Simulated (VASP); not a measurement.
TeRu, 2 atoms in the cell. It takes space group F-43m (No. 216, cubic). Conventional cell: a = 6.228 Å, b = 6.228 Å, c = 6.228 Å, α = 90.00°, β = 90.00°, γ = 90.00°. Within 3.6 Å of Ru (site symmetry -43m) lie 4 Te at 2.70 Å. Within 3.6 Å of Te (site symmetry -43m) lie 4 Ru at 2.70 Å. 

```yaml
Program: VASP 6.6.1
Task: single point
Functional: LDA
Potentials_or_basis: VASP PAW LDA potentials, release 64 (Ru_pv, Te)
Cutoff: 500 eV
k_mesh: 5 × 5 × 5
Occupations: gaussian, width 0.05 eV
Spin: collinear spin, ferromagnetic start
Starting_moments: "[1.97, -0.03] μB"
Hubbard_terms: Ru d U = 6.0 eV
Dipole_correction: no
Further_INCAR_settings: ALGO = Normal; EDIFF = 1e-06; NBANDS = 21
```

Potentials or basis: VASP PAW LDA potentials, release 64 (Ru_pv, Te).

The run is started by

```console
$ cat potpaw_LDA.64/Ru_pv/POTCAR potpaw_LDA.64/Te/POTCAR > POTCAR
$ mpirun -np 1 vasp_std > vasp.out
```

Hardware: 1 thread of Intel(R) Xeon(R) Platinum 8375C CPU @ 2.90GHz (Ice Lake) (shared host).

Q: Estimate the wall time of this run.

A: Wall time 21 s on 1 thread of Intel(R) Xeon(R) Platinum 8375C CPU @ 2.90GHz (Ice Lake), with other jobs on the host, peak memory 0.17 GiB. Counts: scf iterations 16, k points 10.
